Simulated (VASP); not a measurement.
# CaS (Fm-3m) in VASP: a series of runs

The runs below take CaS through single point, with BLYP, revPBE, BLYP+D3(BJ).

All numbers are computed with VASP 6.6.1; they aren't measurements. Logs are shortened: lines on timing, memory, paths and dates and some standing lists are left out, and cuts for length are marked.

### Step 1. The cell of the first run

It takes space group Fm-3m (No. 225, cubic). The conventional cell has a = 5.785 Å, b = 5.785 Å, c = 5.785 Å, α = 90.00°, β = 90.00°, γ = 90.00°. Within 3.8 Å of Ca (site symmetry m-3m) lie 6 S at 2.89 Å. S (site symmetry m-3m) has 6 Ca at 2.89 Å within 3.8 Å.

### Step 2. Single point, BLYP

Input file INCAR:

```
PREC = Accurate
ENCUT = 500
EDIFF = 1E-6
ISMEAR = 0
SIGMA = 0.05
LREAL = False
LASPH = True
NELM = 120
ALGO = Normal
ISIF = 2
LWAVE = False
LCHARG = False
GGA = B5
ALDAX = 1.0
AGGAX = 1.0
AGGAC = 1.0
ALDAC = 0.0
NBANDS = 15
GGA_COMPAT = False
```

Input file KPOINTS:

```
Automatic mesh
0
Gamma
  8 8 8
```

Input file POSCAR:

```
CaS
1.0
    0.0000000000      2.8924770428      2.8924770428
    2.8924770428      0.0000000000      2.8924770428
    2.8924770428      2.8924770428      0.0000000000
Ca S
1 1
Direct
    0.5000000000      0.5000000000      0.5000000000
    0.0000000000      0.0000000000      0.0000000000
```

Potentials or basis: VASP PAW PBE potentials, release 64 (Ca_sv, S).

The run is started by

```console
$ cat potpaw_PBE.64/Ca_sv/POTCAR potpaw_PBE.64/S/POTCAR > POTCAR
$ mpirun -np 1 vasp_std > vasp.out
```

OUTCAR:

```text
PREC = Accurate
   ENCUT = 500
   EDIFF = 1E-6
   ISMEAR = 0
   LREAL = False
   LASPH = True
   NELM = 120
   ISIF = 2
   GGA = B5

 ion  position               nearest neighbor table
   1  0.500  0.500  0.500-   2 2.89   2 2.89   2 2.89   2 2.89   2 2.89   2 2.89
   2  0.000  0.000  0.000-   1 2.89   1 2.89   1 2.89   1 2.89   1 2.89   1 2.89

  LATTYP: Found a face centered cubic cell.
 ALAT       =     5.7849540856

  Lattice vectors:

 A1 = (   0.0000000000,   2.8924770428,   2.8924770428)
 A2 = (   2.8924770428,   0.0000000000,   2.8924770428)
 A3 = (   2.8924770428,   2.8924770428,   0.0000000000)

Analysis of symmetry for initial positions (statically):
=====================================================================
 Subroutine PRICEL returns:
 Original cell was already a primitive cell.

 Routine SETGRP: Setting up the symmetry group for a
 face centered cubic supercell.

 Subroutine GETGRP returns: Found 48 space group operations
 (whereof 48 operations were pure point group operations)
 out of a pool of 48 trial point group operations.

The static configuration has the point symmetry O_h .

Analysis of symmetry for dynamics (positions and initial velocities):
=====================================================================
 Subroutine PRICEL returns:
 Original cell was already a primitive cell.

 Routine SETGRP: Setting up the symmetry group for a
 face centered cubic supercell.

 Subroutine GETGRP returns: Found 48 space group operations
 (whereof 48 operations were pure point group operations)
 out of a pool of 48 trial point group operations.

The dynamic configuration has the point symmetry O_h .

 Subroutine INISYM returns: Found 48 space group operations
 (whereof 48 operations are pure point group operations),
 and found     1 'primitive' translations

----------------------------------------------------------------------------------------

                                     Primitive cell

  volume of cell :      48.3994

  direct lattice vectors                    reciprocal lattice vectors
     0.000000000  2.892477043  2.892477043    -0.172862219  0.172862219  0.172862219
     2.892477043  0.000000000  2.892477043     0.172862219 -0.172862219  0.172862219
     2.892477043  2.892477043  0.000000000     0.172862219  0.172862219 -0.172862219

  length of vectors
     4.090580263  4.090580263  4.090580263     0.299406146  0.299406146  0.299406146

  position of ions in fractional coordinates (direct lattice)
     0.500000000  0.500000000  0.500000000
     0.000000000  0.000000000  0.000000000

  ion indices of the primitive-cell ions
   primitive index   ion index
                 1           1
                 2           2

----------------------------------------------------------------------------------------

 KPOINTS: Automatic mesh

Automatic generation of k-mesh.
 Grid dimensions read from file:
 generate k-points for:    8    8    8

 Generating k-lattice:

  Cartesian coordinates                     Fractional coordinates (reciprocal lattice)
    -0.021607777  0.021607777  0.021607777     0.125000000  0.000000000  0.000000000
     0.021607777 -0.021607777  0.021607777     0.000000000  0.125000000  0.000000000
     0.021607777  0.021607777 -0.021607777     0.000000000  0.000000000  0.125000000

  Length of vectors
     0.037425768  0.037425768  0.037425768

  Shift w.r.t. Gamma in fractional coordinates (k-lattice)
     0.000000000  0.000000000  0.000000000

 Subroutine IBZKPT returns following result:
 ===========================================

 Found     29 irreducible k-points:

 Following reciprocal coordinates:
            Coordinates               Weight
  0.000000  0.000000  0.000000      1.000000
  0.125000  0.000000  0.000000      8.000000
  0.250000  0.000000  0.000000      8.000000
  0.375000  0.000000  0.000000      8.000000
  0.500000  0.000000  0.000000      4.000000
  0.125000  0.125000  0.000000      6.000000
[... 16 lines left out ...]
  0.500000  0.250000  0.125000     48.000000
 -0.375000  0.250000  0.125000     24.000000
 [... further k-points ...]
   k-points           NKPTS =     29   k-points in BZ     NKDIM =     29   number of bands    NBANDS=     15
   number of dos      NEDOS =    301   number of ions     NIONS =      2
   total plane-waves  NPLWV =  27000
   dimension x,y,z NGX =    30 NGY =   30 NGZ =   30
   dimension x,y,z NGXF=    60 NGYF=   60 NGZF=   60
   ions per type =               1   1
   NGX,Y,Z   is equivalent  to a cutoff of  12.19, 12.19, 12.19 a.u.
   NGXF,Y,Z  is equivalent  to a cutoff of  24.38, 24.38, 24.38 a.u.
 SYSTEM =  unknown system
   PREC   = accura    normal or accurate (medium, high low for compatibility)
   ISTART =      0    job   : 0-new  1-cont  2-samecut
   ICHARG =      2    charge: 1-file 2-atom 10-const
   ISPIN  =      1    spin polarized calculation?
   LNONCOLLINEAR =      F non collinear calculations
   LSORBIT =      F    spin-orbit coupling
   LASPH  =      T    aspherical Exc in radial PAW
   ENCUT  =  500.0 eV  36.75 Ry    6.06 a.u.   7.46  7.46  7.46*2*pi/ulx,y,z
   NELM   =    120;   NELMIN=  2; NELMDL= -5     # of ELM steps
   EDIFF  = 0.1E-05   stopping-criterion for ELM
   LREAL  =      F    real-space projection
   EDIFFG = 0.1E-04   stopping-criterion for IOM
   NSW    =      0    number of steps for IOM
   IBRION =     -1    ionic relax: 0-MD 1-quasi-New 2-CG
   NFREE  =      0    steps in history (QN), initial steepest desc. (CG)
   ISIF   =      2    stress and relaxation
   ISYM   =      2    0-nonsym 1-usesym 2-fastsym
   POTIM  = 0.5000    time-step for ionic-motion
   TEBEG  =    0.0;   TEEND  =   0.0 temperature during run
   PSTRESS=    0.0 pullay stress
   NELECT =      16.0000    total number of electrons
   NUPDOWN=      -1.0000    fix difference up-down
   EMIN   =  10.00;   EMAX   =-10.00  energy-range for DOS
   EFERMI =   0.00;   METHOD = LEGACY
   ISMEAR =     0;   SIGMA  =   0.05  broadening in eV -4-tet -1-fermi 0-gaus
   EFERMI_NEDOS =   21; number of points for ismear=-14 and -15
   IALGO  =     38    algorithm
   IMIX   =      4    mixing-type and parameters
     AMIX     =   0.40;   BMIX     =  1.00
     AMIX_MAG =   1.60;   BMIX_MAG =  1.00
  volume/ion in A,a.u.               =      24.20       163.31
  Fermi-wavevector in a.u.,A,eV,Ry     =   1.131970  2.139113 17.433907  1.281356
  Thomas-Fermi vector in A             =   2.268670
   LORBIT       =      0    0 simple, 1 ext, 2 COOP (PROOUT), +10 PAW based schemes
   GGA     = B5    functional components
   LHFCALC =     F    Hartree Fock is set to
   AEXX    =    0.0000 exact exchange contribution
   IVDW    =     0    specifies the selected vdW correction
   LEPSILON=     F    determine dielectric tensor
   LRPA    =     F    only Hartree local field effects (RPA)
 non-spin polarized calculation
 Gauss-broadening in eV      SIGMA  =   0.05
  energy-cutoff  :      500.00
  volume of cell :       48.40
 maximum number of plane-waves:      1249
 NGX is ok and might be reduce to    30
   NGX = 15   NGY = 15   NGZ = 15

 number of electron      15.9999999 magnetization

 Free energy of the ion-electron system (eV)
  ---------------------------------------------------
  ext. energy  EPLUGINS =         0.00000000
  ---------------------------------------------------
  free energy    TOTEN  =        -9.50290313 eV

  energy without entropy =       -9.50290313  energy(sigma->0) =       -9.50290313

 E-fermi :   3.0493     XC(G=0):  -8.6107

 val. band max:        2.7819690248   @ k =   0.0000   0.0000   0.0000
 cond. band min:       5.3197859423   @ k =   0.5000   0.5000   0.0000
 fundamental gap:      2.5378169175
 Fermi energy:         3.0493372632

 k-point     1 :       0.0000    0.0000    0.0000
  band No.  band energies     occupation
      1     -36.6190      2.00000
      2     -17.6965      2.00000
      3     -17.6965      2.00000
      4     -17.6965      2.00000
      5      -8.3626      2.00000
      6       2.7820      2.00000
      7       2.7820      2.00000
      8       2.7820      2.00000
      9       6.8413      0.00000
     10       6.8910      0.00000
     11       6.8910      0.00000
     12       6.8910      0.00000
     13       7.3887      0.00000
     14       7.3887      0.00000
     15      14.0113      0.00000

 k-point     2 :       0.1250    0.0000    0.0000
  band No.  band energies     occupation
      1     -36.6177      2.00000
      2     -17.7160      2.00000
      3     -17.6981      2.00000
      4     -17.6981      2.00000
      5      -8.2694      2.00000
      6       2.1750      2.00000
      7       2.5769      2.00000
      8       2.5769      2.00000
      9       6.9048      0.00000
     10       7.0965      0.00000
     11       7.0965      0.00000
     12       7.5718      0.00000
     13       7.7634      0.00000
     14       7.7634      0.00000
     15      13.8334      0.00000

 k-point     3 :       0.2500    0.0000    0.0000
  band No.  band energies     occupation
      1     -36.6146      2.00000
      2     -17.7623      2.00000
      3     -17.7020      2.00000
      4     -17.7020      2.00000
      5      -8.0336      2.00000
      6       1.0979      2.00000
      7       2.1689      2.00000
      8       2.1689      2.00000
      9       7.0748      0.00000
     10       7.6163      0.00000
     11       7.6163      0.00000
     12       8.6946      0.00000
     13       8.6946      0.00000
     14       8.8516      0.00000
     15      12.9215      0.00000
[... 343 lines left out ...]
 k-point    23 :       0.5000    0.2500    0.1250
  band No.  band energies     occupation
      1     -36.6099      2.00000
      2     -17.7927      2.00000
      3     -17.7335      2.00000
      4     -17.7139      2.00000
      5      -7.7587      2.00000
      6       0.4767      2.00000
      7       1.5891      2.00000
      8       1.7876      2.00000
      9       7.0795      0.00000
     10       8.3986      0.00000
     11       8.6590      0.00000
     12       8.7584      0.00000
     13       9.4890      0.00000
     14      10.8301      0.00000
     15      11.3492      0.00000

 k-point    24 :      -0.3750    0.2500    0.1250
  band No.  band energies     occupation
      1     -36.6088      2.00000
      2     -17.8026      2.00000
      3     -17.7360      2.00000
      4     -17.7176      2.00000
      5      -7.6905      2.00000
      6       0.3586      2.00000
      7       1.4125      2.00000
      8       1.7036      2.00000
      9       7.7057      0.00000
     10       7.9516      0.00000
     11       8.8824      0.00000
     12       9.2061      0.00000
     13       9.4995      0.00000
     14      10.5902      0.00000
     15      11.6827      0.00000

 [... further k-points ...]

------------------------ aborting loop because EDIFF is reached ----------------------------------------

  FORCE on cell =-STRESS in cart. coord.  units (eV):
  Direction    XX          YY          ZZ          XY          YZ          ZX
  --------------------------------------------------------------------------------------
  -------------------------------------------------------------------------------------
  Total        0.0290642      0.0290642      0.0290642      0.0000000      0.0000000      0.0000000
  in kB        0.9621191      0.9621191      0.9621191      0.0000000      0.0000000      0.0000000
  external PRESSURE =       0.9621191 kB  Pullay stress =       0.0000000 kB

 VOLUME and BASIS-vectors are now :
 -----------------------------------------------------------------------------
  energy-cutoff  :      500.00
  volume of cell :       48.40
      direct lattice vectors                 reciprocal lattice vectors
     0.000000000  2.892477043  2.892477043    -0.172862219  0.172862219  0.172862219
     2.892477043  0.000000000  2.892477043     0.172862219 -0.172862219  0.172862219
     2.892477043  2.892477043  0.000000000     0.172862219  0.172862219 -0.172862219

 POSITION                                       TOTAL-FORCE (eV/Angst)
 -----------------------------------------------------------------------------------
      2.89248      2.89248      2.89248        -0.000000      0.000000      0.000000
      0.00000      0.00000      0.00000         0.000000     -0.000000     -0.000000
 -----------------------------------------------------------------------------------
    total drift:                                0.000000      0.000000      0.000000

  FREE ENERGIE OF THE ION-ELECTRON SYSTEM (eV)
  ---------------------------------------------------
  free  energy   TOTEN  =        -9.5029031344 eV

  energy  without entropy=       -9.5029031344  energy(sigma->0) =       -9.50290313
```

Wall time 59 s (1 thread of AMD EPYC 7R13, shared host); peak memory 0.14 GiB.

What came out:

```
Free energy            : -9.5029 eV
Pressure               : 0.1 GPa
Band gap on the k mesh : 2.54 eV, indirect (least direct gap 3.29 eV)
```

Caveat: the PAW data sets were made with another functional, which shifts forces and pressure a little.

### Step 3. Single point, BLYP (volume scaled by 0.98)

INCAR is that of step 2.

KPOINTS is that of step 2.

Input file POSCAR:

```
CaS
1.0
    0.0000000000      2.8730638603      2.8730638603
    2.8730638603      0.0000000000      2.8730638603
    2.8730638603      2.8730638603      0.0000000000
Ca S
1 1
Direct
    0.5000000000      0.5000000000      0.5000000000
    0.0000000000      0.0000000000      0.0000000000
```

Potentials or basis: VASP PAW PBE potentials, release 64 (Ca_sv, S).

The run is started by

```console
$ cat potpaw_PBE.64/Ca_sv/POTCAR potpaw_PBE.64/S/POTCAR > POTCAR
$ mpirun -np 1 vasp_std > vasp.out
```

Run time: 61 s. Hardware: 1 thread of AMD EPYC 7R13, shared host; peak memory 0.14 GiB.

It converged, with:

| Quantity | Value |
| --- | --- |
| Free energy | -9.4986 eV |
| Pressure | 1.2 GPa |
| Band gap on the k mesh | 2.50 eV, indirect (least direct gap 3.27 eV) |

Levels at points of the mesh, in eV from the valence-band top:
```tsv
k point	band 5	band 6	band 7	band 8	band 9	band 10	band 11	band 12
(0.00, 0.00, 0.00)	-11.21	0.00	0.00	0.00	4.11	4.11	4.11	4.18
(0.50, 0.00, 0.00)	-10.47	-2.92	-1.10	-1.10	5.43	5.87	5.95	5.95
(0.50, 0.50, 0.00)	-10.63	-2.14	-0.76	-0.76	2.50	5.40	5.94	6.47
```

Caveat: the PAW data sets were made with another functional, which shifts forces and pressure a little. A k mesh can miss the band edges.

(Part 1 of 2 ends here.)
